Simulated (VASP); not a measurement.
Here is a VASP 6.6.1 calculation.

The input INCAR:

```
  ALGO = Normal
  EDIFF = 1E-6
  ENCUT = 500
  GGA_COMPAT = False
  ISIF = 2
  ISMEAR = -1
  LASPH = True
  LCHARG = True
  LELF = True
  LREAL = False
  LVHAR = True
  LWAVE = False
  NBANDS = 22
  NELM = 120
  PREC = Accurate
  SIGMA = 0.05
```

File KPOINTS:

```
k-points
0
Gamma
  10 10 10
```

POSCAR

```
BaHg
1.0
    4.0235121516      0.0000000000      0.0000000000
    0.0000000000      4.0235121516      0.0000000000
    0.0000000000      0.0000000000      4.0235121516
Ba Hg
1 1
Direct
    0.0000000000      0.0000000000      0.0000000000
    0.5000000000      0.5000000000      0.5000000000
```

Potentials or basis: VASP PAW LDA potentials, release 64 (Ba_sv, Hg_sv_GW).

Command:

```console
$ cat potpaw_LDA.64/Ba_sv/POTCAR potpaw_LDA.64/Hg_sv_GW/POTCAR > POTCAR
$ mpirun -np 1 vasp_std > vasp.out
```

Q: What does it give for the band gap on the k mesh?

A: Zero (bands 15 and 16 overlap by 2.35 eV).

Q: Estimate the pressure.

A: 0.1 GPa.

Caveat: spin-orbit coupling is left out, which moves the levels of the heavy elements.
